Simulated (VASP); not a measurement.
Wanted: the native input for a VASP 6.6.1 run.

| Item | Value |
| --- | --- |
| Task | single point |
| Functional | PBE |
| Potentials or basis | VASP PAW PBE potentials, release 64 (Mo_sv, H) |
| Cutoff | 450 eV |
| k mesh | 10 × 10 × 1 |
| Occupations | gaussian, width 0.1 eV |
| Spin | collinear spin |
| Starting moments | [0.0, 0.0, 0.0, 1.0] μB |
| Dipole correction | yes |
| Second try | not_converged |
| Further INCAR settings | ALGO = Normal; EDIFF = 1e-06; NBANDS = 34; AMIX = 0.1; BMIX = 0.0001; NELMDL = -8 |

The structure of Mo3H lies in POSCAR:

```
Mo3H
1.0
    2.7370454666      0.0000000000      0.0000000000
   -0.9123484889      2.5805112132      0.0000000000
    0.0000000000      0.0000000000     21.3082440588
Mo H
3 1
Direct
    0.5000000000      0.5000000000      0.1877207708
    0.0000000000      0.0000000000      0.2888166433
    0.5000000000      0.5000000000      0.3899074948
    0.8333333333      0.8333333333      0.5264743556
```

These files were run (other wordings do the same):

INCAR

```
SYSTEM = Mo3H
ALGO     = Normal         ! electronic algorithm
AMIX     = 0.1          
AMIX_MAG = 0.4          
BMIX     = 1E-4         
BMIX_MAG = 1E-4         
DIPOL    = 0.5 0.5 0.348
EDIFF    = 1E-6           ! SCF threshold, eV
ENCUT    = 450            ! plane-wave cutoff, eV
GGA      = PE             ! functional
GGA_COMPAT= .FALSE.      
IDIPOL   = 3            
ISIF     = 2              ! what is computed and relaxed
ISMEAR   = 0              ! smearing method
ISPIN    = 2              ! spin polarisation
KPAR     = 4            
LASPH    = .TRUE.         ! aspherical terms in the spheres
LCHARG   = .TRUE.         ! write CHGCAR
LDIPOL   = .TRUE.       
LMAXMIX  = 4              ! l up to which the mixer works
LORBIT   = 11             ! projections on sites
LREAL    = .FALSE.        ! projectors in reciprocal space
LVACPOTAV= .TRUE.       
LVHAR    = .TRUE.       
LWAVE    = .FALSE.        ! write WAVECAR
MAGMOM   = 0 0 0 1        ! initial moments
NBANDS   = 34             ! bands
NELM     = 300            ! most SCF steps
NELMDL   = -8           
PREC     = Accurate       ! precision mode
SIGMA    = 0.1            ! smearing width, eV
```

KPOINTS

```
k-points
0
G
  10 10 1
  0 0 0
```

Potentials or basis: VASP PAW PBE potentials, release 64 (Mo_sv, H).

Run with:

```sh
$ cat potpaw_PBE.64/Mo_sv/POTCAR potpaw_PBE.64/H/POTCAR > POTCAR
$ mpirun -np 4 vasp_std > vasp.out
```

It gave:

```
Largest force                                         : 0.775 eV/Å
Net moment                                            : 0.71 μB per cell
Site moments                                          : Mo +0.03, -0.01 (each value once); H +0.30 μB
Valence electrons inside the program's atomic spheres : Mo 12.41, 12.54, 12.39; H 0.38
```

Caveat: a moment this small can come from the mesh or the smearing.

Run time: 63 s on 4 MPI ranks on Intel(R) Xeon(R) 6975P-C (Granite Rapids), with other jobs on the host, peak memory 0.38 GiB a rank.
